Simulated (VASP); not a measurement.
A run of VASP 6.6.1:

Contents of INCAR:

```
AGGAC = 1.0
AGGAX = 1.0
ALDAC = 0.0
ALDAX = 1.0
ALGO = Normal
EDIFF = 1E-7
ENCUT = 520
GGA = B5
ISIF = 2
ISMEAR = -1
LASPH = True
LCHARG = False
LREAL = False
LWAVE = False
NBANDS = 12
NELM = 80
PREC = Accurate
SIGMA = 0.1
```

KPOINTS

```
k-points
0
Gamma
  13 13 13
```

POSCAR

```
Zr
1.0
    0.0000000000      2.1945134628      2.1945134628
    2.1945134628      0.0000000000      2.1945134628
    2.1945134628      2.1945134628      0.0000000000
Zr
1
Direct
    0.0000000000      0.0000000000      0.0000000000
```

Potentials or basis: VASP PAW PBE potentials, release 64 (Zr_sv).

Launch:

```sh
$ cat potpaw_PBE.64/Zr_sv/POTCAR > POTCAR
$ mpirun -np 1 vasp_std > vasp.out
```

Hardware: 1 thread of AMD EPYC 7R13, on a shared host.

Problem. Estimate the wall time of this run.

Solution. Run time: 26 s on 1 thread of AMD EPYC 7R13 (shared host), peak memory 0.15 GiB. Counts: scf iterations 14, k points 84.
